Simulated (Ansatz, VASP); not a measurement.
This is a calculation of MoS2 for Ansatz 0.2.0.

File input.yaml:

```yaml
crystal:
  lattice:
    - [3.2058030729, 0.0, 0.0]
    - [-1.6029015365, 2.7763069006, 0.0]
    - [0.0, 0.0, 6.27010655]
  atoms:
    - { symbol: Mo, position: [0.0, 0.0, 0.5] }
    - { symbol: S, position: [0.6666666667, 0.3333333333, 0.74468068] }
    - { symbol: S, position: [0.3333333333, 0.6666666667, 0.25531932] }
hamiltonian:
  xc: rpbe
  pseudopotentials: { kind: paw }
kpoints:
  mp_grid: { grid: [9, 9, 4] }
scf:
  occupations: { method: fermi_dirac, width: 0.05 }
output:
  forces: true
  stress: true
  eigenvalues: true
```

Potentials or basis: Ansatz PAW.

The run is started by

```sh
$ ansatz run input.yaml --threads 2 --pin off --max-ram 5120MiB --backend cpu --events-out ev --progress --plain --runs-dir out
```

Translate it to VASP 6.6.1. Potentials there: VASP PAW PBE potentials, release 64 (Mo_sv, S).

As run (the cutoff follows the program's own potentials):

File INCAR:

```
SYSTEM = MoS2
PREC     = Accurate       ! precision mode
ENCUT    = 520            ! plane-wave cutoff, eV
EDIFF    = 1E-6           ! SCF threshold, eV
ISMEAR   = -1             ! smearing method
SIGMA    = 0.05           ! smearing width, eV
LREAL    = .FALSE.        ! projectors in reciprocal space
LASPH    = .TRUE.         ! aspherical terms in the spheres
NELM     = 80             ! most SCF steps
ALGO     = Normal         ! electronic algorithm
ISIF     = 2              ! what is computed and relaxed
LWAVE    = .FALSE.        ! write WAVECAR
LCHARG   = .FALSE.        ! write CHGCAR
GGA      = RP             ! functional
NBANDS   = 20             ! bands
```

File KPOINTS:

```
Automatic mesh
0
G
  9 9 4
  0 0 0
```

POSCAR

```
MoS2
1.0
    3.2058030729      0.0000000000      0.0000000000
   -1.6029015365      2.7763069006      0.0000000000
    0.0000000000      0.0000000000      6.2701065500
Mo S
1 2
Direct
    0.0000000000      0.0000000000      0.5000000000
    0.6666666667      0.3333333333      0.7446806800
    0.3333333333      0.6666666667      0.2553193200
```

Potentials or basis: VASP PAW PBE potentials, release 64 (Mo_sv, S).

The run is started by

```console
$ cat potpaw_PBE.64/Mo_sv/POTCAR potpaw_PBE.64/S/POTCAR > POTCAR
$ mpirun -np 1 vasp_std > vasp.out
```

Both were run:

|  | VASP | Ansatz | Ansatz less VASP |
| --- | --- | --- | --- |
| gap on the k mesh at the Fermi level (eV) | none | none | - |
| pressure (GPa) | 6.3 | 6.5 | +0.21 |
| traceless stress, the component that is largest in VASP (GPa) | 2.18 | 2.18 | -0.002 |
| rms of the force components (eV/Å) | 0.317 | 0.326 | +0.0094 |

VASP's potentials were made for PBE, not for RPBE. Atom by atom the forces differ by 0.009 eV/Å (rms over components). A gap of «none» marks a metal or a gap that the smearing closes. The functional is the same, so the differences come from potentials, cutoffs and numerics.
